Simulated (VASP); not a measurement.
A run of VASP 6.6.1 is set up as follows.

Contents of INCAR:

```
SYSTEM = ZnSe
PREC = Accurate
ENCUT = 500
EDIFF = 1E-6
ISMEAR = 0
SIGMA = 0.02
LREAL = .False.
LASPH = .True.
NELM = 120
ALGO = Normal
ISIF = 2
LWAVE = .False.
LCHARG = .False.
GGA = PE
NBANDS = 16
GGA_COMPAT = .False.
```

The input KPOINTS:

```
Automatic mesh
0
Gamma
  8 8 8
  0 0 0
```

The input POSCAR:

```
ZnSe
1.0
    0.0000000000      2.8203467535      2.8203467535
    2.8203467535      0.0000000000      2.8203467535
    2.8203467535      2.8203467535      0.0000000000
Zn Se
1 1
Direct
    0.0000000000      0.0000000000      0.0000000000
    0.2500000000      0.2500000000      0.2500000000
```

Potentials or basis: VASP PAW PBE potentials, release 64 (Zn, Se).

Command:

```console
$ cat potpaw_PBE.64/Zn/POTCAR potpaw_PBE.64/Se/POTCAR > POTCAR
$ mpirun -np 1 vasp_std > vasp.out
```

Q: What does it give for the pressure?

A: 3.3 GPa.

Q: Predict the band gap on the k mesh.

A: 1.35 eV.

Caveat: the cell stands under pressure.
